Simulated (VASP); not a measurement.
Crystal: Ta.

```
Ta
1.0
     3.30000    0.00000    0.00000
     0.00000    3.30000    0.00000
     0.00000    0.00000    3.30000
Ta
2
Direct
  0.00000 0.00000 0.00000
  0.50000 0.50000 0.50000
```

| Quantity | Value |
| --- | --- |
| Program | VASP 6.6.1 |
| Task | relaxation of volume and atoms at fixed shape |
| Functional | PBE |
| Potentials or basis | VASP PAW PBE potentials, release 64 (Ta_pv) |
| Cutoff | 600 eV |
| k mesh | 8 × 8 × 8 |
| Occupations | methfessel-paxton, width 0.05 eV |
| Spin | collinear spin, zero start |
| Starting moments | [0.0, 0.0] μB |

At the start: pressure 4.2 GPa; volume 17.97 Å³/atom.

**Question.** How do energy, volume and symmetry change on relaxing?

**Answer.** Over 3 steps the energy falls by 4.6 meV/atom and the volume is 18.32 Å³/atom (+2.0 %); space group Im-3m (No. 229, to 0.1 Å) before and after; moment 0.00 μB per cell.

The path:
```
step  energy change (eV)  largest force (eV/Å)  pressure (GPa)  volume (Å³)
   1              0.0000                0.0000            4.16        35.94
   2              0.0417                0.0000           -8.64        38.42
   3             -0.0093                0.0000            0.00        36.65
```

Final structure:
```
Ta
1.0
     3.32158    0.00000    0.00000
     0.00000    3.32158    0.00000
     0.00000    0.00000    3.32158
Ta
2
Direct
  0.00000 0.00000 0.00000
  0.50000 0.50000 0.50000
```
